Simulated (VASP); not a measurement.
# CO2: electric field gradients with PBE

The system is CO2.

```
CELL_PARAMETERS angstrom
5.63000 0.00000 0.00000
0.00000 5.63000 0.00000
0.00000 0.00000 5.63000
ATOMIC_POSITIONS crystal
C 0.00000 0.00000 0.00000
C 0.50000 0.00000 0.50000
C 0.50000 0.50000 0.00000
C 0.00000 0.50000 0.50000
O 0.10830 0.10830 0.10830
O 0.39170 0.89170 0.60830
O 0.60830 0.39170 0.89170
O 0.89170 0.60830 0.39170
O 0.89170 0.89170 0.89170
O 0.60830 0.10830 0.39170
O 0.39170 0.60830 0.10830
O 0.10830 0.39170 0.60830
```

* Program: VASP 6.6.1
* Task: electric field gradients
* Functional: PBE
* Potentials or basis: VASP PAW PBE potentials, release 64 (C, O)
* Cutoff: 520 eV
* k mesh: 4 × 4 × 4
* Occupations: fermi-dirac, width 0.02 eV
* Spin: no spin polarisation
* Dipole correction: no
* Further INCAR settings: ALGO = Normal; EDIFF = 1e-08; NBANDS = 44

```yaml
Pressure: 47.2 GPa
Largest_force: 18.605 eV/Å
Band_gap_on_the_k_mesh: 7.62 eV
Largest_electric_field_gradient_by_atom: C -57.0; O +14.1 V/Å²
```

Forces on the atoms (eV/Å):
```
C     0.000   0.000   0.000
C     0.000   0.000   0.000
C     0.000   0.000   0.000
C     0.000   0.000   0.000
O    10.741  10.741  10.741
O   -10.741 -10.741  10.741
O    10.741 -10.741 -10.741
O   -10.741  10.741 -10.741
O   -10.741 -10.741 -10.741
O    10.741  10.741 -10.741
O   -10.741  10.741  10.741
O    10.741 -10.741  10.741
```

Levels at points of the mesh, in eV from the valence-band top:
```csv
k point,band 29,band 30,band 31,band 32,band 33,band 34,band 35,band 36
"(0.00, 0.00, 0.00)",-0.15,-0.15,0.00,0.00,7.62,10.36,10.36,10.36
"(0.50, 0.00, 0.00)",-0.24,-0.24,-0.06,-0.06,8.99,8.99,10.09,10.09
"(0.50, 0.50, 0.00)",-0.23,-0.23,-0.23,-0.23,9.76,9.76,9.76,9.76
"(0.50, 0.50, 0.50)",-0.25,-0.25,-0.25,-0.25,10.29,10.29,10.29,10.29
```

Electric field gradients, principal values (V/Å²):
```csv
atom,least,middle,greatest (by size)
1 C,28.479,28.479,-56.958
2 C,28.479,28.479,-56.958
3 C,28.479,28.479,-56.958
4 C,28.479,28.479,-56.958
5 O,-7.061,-7.061,14.122
6 O,-7.061,-7.061,14.122
7 O,-7.061,-7.061,14.122
8 O,-7.061,-7.061,14.122
9 O,-7.061,-7.061,14.122
10 O,-7.061,-7.061,14.122
11 O,-7.061,-7.061,14.122
12 O,-7.061,-7.061,14.122
```

It took 2.2 min on 1 thread of AMD EPYC 7R43 64-Core Processor (Zen 3), on a shared host, peak memory 0.23 GiB.

Caveat: the cell stands under pressure; this functional lacks dispersion, which holds the molecules together, so the pressure and a relaxed volume are unreliable; without QUAD_EFG the Cq values of the log hold for a quadrupole moment of 1 mb, not for the nuclei; forces of over 1 eV/Å act on the atoms, so gaps and moduli don't describe the material at rest. A hybrid or GW would open this gap; PBE tends to underestimate it.
